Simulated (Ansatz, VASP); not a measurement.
One calculation of SnSe2, two programs

```
Sn Se
1.0
     3.97204    0.00000    0.00000
     0.00000    3.97204    0.00000
     0.00000    0.00000    6.17826
Sn Se
1 2
Direct
  0.00000 0.00000 0.00000
  0.00000 0.00000 0.67076
  0.00000 0.00000 0.32924
```

Alike in both runs: task single point; functional PBE; k mesh 4 × 4 × 4; occupations gaussian, width 0.1 eV; no spin polarisation.

|  | VASP | Ansatz |
| --- | --- | --- |
| version | VASP 6.6.1 | Ansatz 0.2.0 |
| potentials or method | VASP PAW PBE potentials, release 64 (Sn_d, Se), cutoff 520 eV | scalar-relativistic, plane waves, PAW |
| valence electrons in the cell | 26 | 46 |

Ansatz gave:

* gap on the k mesh at the Fermi level (eV): none
* rms of the force components (eV/Å): 2.717

Problem. Which values does VASP return?

Solution. gap on the k mesh at the Fermi level (eV): none; rms of the force components (eV/Å): 2.600.

Atom by atom the forces differ by 0.116 eV/Å (rms over components). A gap of «none» marks a metal or a gap that the smearing closes. VASP's potentials hold 26 valence electrons a cell and Ansatz's 46, so a difference there can come from the potentials and not from the codes.

The k mesh is coarse, so the values compare programs but aren't converged.
